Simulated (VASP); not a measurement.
# CsC2 (P3_121) in VASP: single point with PBE

Aim: the single point of CsC2 with PBE.

All numbers are computed with VASP 6.6.1; they aren't measurements. Logs are shortened: lines on timing, memory, paths and dates and some standing lists are left out, and cuts for length are marked.

### 1 The cell of the first run

It takes space group P3_121 (No. 152, trigonal). The conventional cell has a = 6.654 Å, b = 6.654 Å, c = 7.833 Å, α = 90.00°, β = 90.00°, γ = 120.00°. Cs (site symmetry 2) has 8 C at 3.37 to 3.88 Å and 4 Cs at 4.23 Å within 4.4 Å. C (site symmetry 1) has 2 C at 1.30 to 1.31 Å within 1.7 Å.

### 2 Single point, PBE

Contents of INCAR:

```
SYSTEM = CsC2
PREC = Accurate ; ENCUT = 520
EDIFF = 1E-7 ; ISMEAR = 0
SIGMA = 0.1 ; LREAL = .False.
LASPH = .True. ; NELM = 60
ALGO = Normal ; ISIF = 2
LWAVE = .False. ; LCHARG = .True.
GGA = PE ; LELF = .True.
LVHAR = .True. ; NBANDS = 36
```

Contents of KPOINTS:

```
regular mesh
0
Gamma
  3 3 4
  0 0 0
```

Contents of POSCAR:

```
CsC2
1.0
    6.6539521096      0.0000000000      0.0000000000
   -3.3269760548      5.7624915625      0.0000000000
    0.0000000000      0.0000000000      7.8332933535
Cs C
3 6
Direct
    0.4969350770      0.0000000000      0.3333333333
    0.0000000000      0.4969350770      0.6666666667
    0.5030649230      0.5030649230      0.0000000000
    0.0008870575      0.0004420163      0.0834057885
    0.9995579837      0.0004450412      0.4167391218
    0.9995549588      0.9991129425      0.7500724552
    0.0004420163      0.0008870575      0.9165942115
    0.0004450412      0.9995579837      0.5832608782
    0.9991129425      0.9995549588      0.2499275448
```

Potentials or basis: VASP PAW PBE potentials, release 64 (Cs_sv, C).

Started as:

```bash
cat potpaw_PBE.64/Cs_sv/POTCAR potpaw_PBE.64/C/POTCAR > POTCAR
mpirun -np 1 vasp_std > vasp.out
```

OUTCAR:

```text
SYSTEM = CsC2
   PREC = Accurate
   ENCUT = 520
   EDIFF = 1E-7
   ISMEAR = 0
   LREAL = .False.
   LASPH = .True.
   NELM = 60
   ISIF = 2
   GGA = PE

 ion  position               nearest neighbor table
   1  0.497  0.000  0.333-
   2  0.000  0.497  0.667-
   3  0.503  0.503  0.000-
   4  0.001  0.000  0.083-   9 1.30   7 1.31
   5  1.000  0.000  0.417-   8 1.30   9 1.31
   6  1.000  0.999  0.750-   7 1.30   8 1.31
   7  0.000  0.001  0.917-   6 1.30   4 1.31
   8  0.000  1.000  0.583-   5 1.30   6 1.31
   9  0.999  1.000  0.250-   4 1.30   5 1.31

  LATTYP: Found a hexagonal cell.
 ALAT       =     6.6539521096
 C/A-ratio  =     1.1772392143

  Lattice vectors:

 A1 = (   6.6539521096,   0.0000000000,   0.0000000000)
 A2 = (  -3.3269760548,   5.7624915625,   0.0000000000)
 A3 = (   0.0000000000,   0.0000000000,   7.8332933535)

Analysis of symmetry for initial positions (statically):
=====================================================================
 Subroutine PRICEL returns:
 Original cell was already a primitive cell.

 Routine SETGRP: Setting up the symmetry group for a
 hexagonal supercell.

 Subroutine GETGRP returns: Found  6 space group operations
 (whereof  2 operations were pure point group operations)
 out of a pool of 24 trial point group operations.

The static configuration has the point symmetry C_2 .
 The point group associated with its full space group is D_3 .

Analysis of symmetry for dynamics (positions and initial velocities):
=====================================================================
 Subroutine PRICEL returns:
 Original cell was already a primitive cell.

 Routine SETGRP: Setting up the symmetry group for a
 hexagonal supercell.

 Subroutine GETGRP returns: Found  6 space group operations
 (whereof  2 operations were pure point group operations)
 out of a pool of 24 trial point group operations.

The dynamic configuration has the point symmetry C_2 .
 The point group associated with its full space group is D_3 .

 Subroutine INISYM returns: Found  6 space group operations
 (whereof  2 operations are pure point group operations),
 and found     1 'primitive' translations

----------------------------------------------------------------------------------------

                                     Primitive cell

  volume of cell :     300.3547

  direct lattice vectors                    reciprocal lattice vectors
     6.653952110  0.000000000  0.000000000     0.150286624  0.086768023  0.000000000
    -3.326976055  5.762491563  0.000000000     0.000000000  0.173536046  0.000000000
     0.000000000  0.000000000  7.833293354     0.000000000  0.000000000  0.127660226

  length of vectors
     6.653952110  6.653952110  7.833293354     0.173536046  0.173536046  0.127660226

  position of ions in fractional coordinates (direct lattice)
     0.496935077  0.000000000  0.333333333
     0.000000000  0.496935077  0.666666667
     0.503064923  0.503064923  0.000000000
     0.000887058  0.000442016  0.083405789
     0.999557984  0.000445041  0.416739122
     0.999554959  0.999112942  0.750072455
     0.000442016  0.000887058  0.916594211
     0.000445041  0.999557984  0.583260878
     0.999112942  0.999554959  0.249927545

  ion indices of the primitive-cell ions
   primitive index   ion index
                 1           1
                 2           2
                 3           3
                 4           4
                 5           5
                 6           6
                 7           7
                 8           8
                 9           9

----------------------------------------------------------------------------------------

 KPOINTS: regular mesh

Automatic generation of k-mesh.
 Grid dimensions read from file:
 generate k-points for:    3    3    4

 Generating k-lattice:

  Cartesian coordinates                     Fractional coordinates (reciprocal lattice)
     0.050095541  0.028922674  0.000000000     0.333333333  0.000000000  0.000000000
     0.000000000  0.057845349  0.000000000     0.000000000  0.333333333  0.000000000
     0.000000000  0.000000000  0.031915057     0.000000000  0.000000000  0.250000000

  Length of vectors
     0.057845349  0.057845349  0.031915057

  Shift w.r.t. Gamma in fractional coordinates (k-lattice)
     0.000000000  0.000000000  0.000000000

 Subroutine IBZKPT returns following result:
 ===========================================

 Found     10 irreducible k-points:

 Following reciprocal coordinates:
            Coordinates               Weight
  0.000000  0.000000  0.000000      1.000000
  0.333333  0.000000  0.000000      6.000000
  0.333333  0.333333  0.000000      2.000000
  0.000000  0.000000  0.250000      2.000000
  0.333333  0.000000  0.250000      6.000000
  0.000000  0.333333  0.250000      6.000000
  0.333333  0.333333  0.250000      4.000000
  0.000000  0.000000  0.500000      1.000000
  0.333333  0.000000  0.500000      6.000000
  0.333333  0.333333  0.500000      2.000000
   k-points           NKPTS =     10   k-points in BZ     NKDIM =     10   number of bands    NBANDS=     36
   number of dos      NEDOS =    301   number of ions     NIONS =      9
   total plane-waves  NPLWV = 150000
   dimension x,y,z NGX =    50 NGY =   50 NGZ =   60
   dimension x,y,z NGXF=   100 NGYF=  100 NGZF=  120
   ions per type =               3   6
   NGX,Y,Z   is equivalent  to a cutoff of  12.49, 12.49, 12.73 a.u.
   NGXF,Y,Z  is equivalent  to a cutoff of  24.98, 24.98, 25.47 a.u.
 SYSTEM =  CsC2
   PREC   = accura    normal or accurate (medium, high low for compatibility)
   ISTART =      0    job   : 0-new  1-cont  2-samecut
   ICHARG =      2    charge: 1-file 2-atom 10-const
   ISPIN  =      1    spin polarized calculation?
   LNONCOLLINEAR =      F non collinear calculations
   LSORBIT =      F    spin-orbit coupling
   LASPH  =      T    aspherical Exc in radial PAW
   ENCUT  =  520.0 eV  38.22 Ry    6.18 a.u.  12.37 12.37 14.56*2*pi/ulx,y,z
   NELM   =     60;   NELMIN=  2; NELMDL= -5     # of ELM steps
   EDIFF  = 0.1E-06   stopping-criterion for ELM
   LREAL  =      F    real-space projection
   EDIFFG = 0.1E-05   stopping-criterion for IOM
   NSW    =      0    number of steps for IOM
   IBRION =     -1    ionic relax: 0-MD 1-quasi-New 2-CG
   NFREE  =      0    steps in history (QN), initial steepest desc. (CG)
   ISIF   =      2    stress and relaxation
   ISYM   =      2    0-nonsym 1-usesym 2-fastsym
   POTIM  = 0.5000    time-step for ionic-motion
   TEBEG  =    0.0;   TEEND  =   0.0 temperature during run
   PSTRESS=    0.0 pullay stress
   NELECT =      51.0000    total number of electrons
   NUPDOWN=      -1.0000    fix difference up-down
   EMIN   =  10.00;   EMAX   =-10.00  energy-range for DOS
   EFERMI =   0.00;   METHOD = LEGACY
   ISMEAR =     0;   SIGMA  =   0.10  broadening in eV -4-tet -1-fermi 0-gaus
   EFERMI_NEDOS =   21; number of points for ismear=-14 and -15
   IALGO  =     38    algorithm
   IMIX   =      4    mixing-type and parameters
     AMIX     =   0.40;   BMIX     =  1.00
     AMIX_MAG =   1.60;   BMIX_MAG =  1.00
  volume/ion in A,a.u.               =      33.37       225.21
  Fermi-wavevector in a.u.,A,eV,Ry     =   0.906540  1.713111 11.181458  0.821814
  Thomas-Fermi vector in A             =   2.030240
   LORBIT       =      0    0 simple, 1 ext, 2 COOP (PROOUT), +10 PAW based schemes
   GGA     = PE    functional components
   LHFCALC =     F    Hartree Fock is set to
   AEXX    =    0.0000 exact exchange contribution
   IVDW    =     0    specifies the selected vdW correction
   LEPSILON=     F    determine dielectric tensor
   LRPA    =     F    only Hartree local field effects (RPA)
 non-spin polarized calculation
 Gauss-broadening in eV      SIGMA  =   0.10
  energy-cutoff  :      520.00
  volume of cell :      300.35
 maximum number of plane-waves:      8154
 NGX is ok and might be reduce to    50
   NGX = 25   NGY = 25   NGZ = 29

 number of electron      50.9999997 magnetization

 Free energy of the ion-electron system (eV)
  ---------------------------------------------------
  ext. energy  EPLUGINS =         0.00000000
  ---------------------------------------------------
  free energy    TOTEN  =       -54.01081143 eV

  energy without entropy =      -53.95672025  energy(sigma->0) =      -53.98376584

 E-fermi :   2.1878     XC(G=0):  -6.9051

 val. band max:        1.9496939109   @ k =   0.0000   0.0000   0.5000
 cond. band min:       2.1908780506   @ k =   0.3333   0.3333   0.2500
 fundamental gap:      0.2411841397
 Fermi energy:         2.1877977840

 k-point     1 :       0.0000    0.0000    0.0000
  band No.  band energies     occupation
      1     -21.8248      2.00000
      2     -21.7449      2.00000
      3     -21.7449      2.00000
      4     -15.1769      2.00000
      5     -13.7860      2.00000
      6     -13.7860      2.00000
[... 28 lines left out ...]
     35       4.3798      0.00000
     36       5.0761      0.00000

 k-point     2 :       0.3333    0.0000    0.0000
  band No.  band energies     occupation
      1     -21.8069      2.00000
      2     -21.7615      2.00000
      3     -21.7444      2.00000
      4     -15.1952      2.00000
      5     -13.8035      2.00000
      6     -13.7903      2.00000
[... 28 lines left out ...]
     35       4.7169      0.00000
     36       4.8317      0.00000
[... 271 lines left out ...]
     35       4.8632      0.00000
     36       5.0755      0.00000

 k-point    10 :       0.3333    0.3333    0.5000
  band No.  band energies     occupation
      1     -21.7959      2.00000
      2     -21.7580      2.00000
      3     -21.7580      2.00000
      4     -14.8452      2.00000
      5     -14.8452      2.00000
      6     -12.2029      2.00000
[... 28 lines left out ...]
     35       4.8815      0.00000
     36       5.1629      0.00000

------------------------ aborting loop because EDIFF is reached ----------------------------------------

  FORCE on cell =-STRESS in cart. coord.  units (eV):
  Direction    XX          YY          ZZ          XY          YZ          ZX
  --------------------------------------------------------------------------------------
  -------------------------------------------------------------------------------------
  Total        0.0727432      0.0727432     -0.2265602      0.0000000     -0.0000000      0.0000000
  in kB        0.3880330      0.3880330     -1.2085367      0.0000000     -0.0000000      0.0000000
  external PRESSURE =      -0.1441569 kB  Pullay stress =       0.0000000 kB

 VOLUME and BASIS-vectors are now :
 -----------------------------------------------------------------------------
  energy-cutoff  :      520.00
  volume of cell :      300.35
      direct lattice vectors                 reciprocal lattice vectors
     6.653952110  0.000000000  0.000000000     0.150286624  0.086768023  0.000000000
    -3.326976055  5.762491563  0.000000000     0.000000000  0.173536046  0.000000000
     0.000000000  0.000000000  7.833293354     0.000000000  0.000000000  0.127660226

 POSITION                                       TOTAL-FORCE (eV/Angst)
 -----------------------------------------------------------------------------------
      3.30658      0.00000      2.61110         0.003413      0.000000     -0.000000
     -1.65329      2.86358      5.22220        -0.001707      0.002956     -0.000000
      1.67368      2.89891      0.00000        -0.001707     -0.002956     -0.000000
      0.00443      0.00255      0.65334        -0.001859      0.003878      0.017005
      6.64953      0.00256      3.26444        -0.002429     -0.003549      0.017005
      3.32697      5.75738      5.87554         0.004288     -0.000329      0.017005
     -0.00001      0.00511      7.17995         0.004288      0.000329     -0.017005
     -3.32254      5.75994      4.56885        -0.001859     -0.003878     -0.017005
      3.32255      5.75993      1.95776        -0.002429      0.003549     -0.017005
 -----------------------------------------------------------------------------------
    total drift:                                0.000000      0.000000      0.000000

  FREE ENERGIE OF THE ION-ELECTRON SYSTEM (eV)
  ---------------------------------------------------
  free  energy   TOTEN  =       -54.0108114314 eV

  energy  without entropy=      -53.9567202524  energy(sigma->0) =      -53.98376584
```

It took 83 s on 1 thread of Intel Xeon 6975P-C (Granite Rapids), shared host; peak memory 0.42 GiB.

Results:

```yaml
Free_energy: -54.0108 eV
Pressure: 0.0 GPa
Largest_force: 0.018 eV/Å
Band_gap_on_the_k_mesh: zero (an odd number of electrons rules out a gap without spin polarisation)
```

Forces in eV/Å, atoms in the order of the input:
```
Cs   0.003  0.000  0.000
Cs  -0.002  0.003  0.000
Cs  -0.002 -0.003  0.000
C   -0.002  0.004  0.017
C   -0.002 -0.004  0.017
C    0.004  0.000  0.017
C    0.004  0.000 -0.017
C   -0.002 -0.004 -0.017
C   -0.002  0.004 -0.017
```

Levels at points of the mesh, in eV from the Fermi level:
```
           k point  band 22  band 23  band 24  band 25  band 26  band 27  band 28  band 29
(0.00, 0.00, 0.00)    -4.36    -4.36    -4.21    -1.12     0.46     0.46     1.78     1.79
(0.00, 0.00, 0.50)    -5.83    -1.82    -1.82    -1.54    -1.54    -0.24    -0.24     1.00
```

Caveat: the k points lie up to 0.36 Å⁻¹ apart, too coarse for converged energies and pressures of a metal; spin-orbit coupling is left out, which moves the levels of the heavy elements; an odd number of electrons without spin polarisation forces a metal; a magnetic or distorted state may lie lower.

The gap in the log of VASP goes by the Fermi energy; the results here count the filled bands.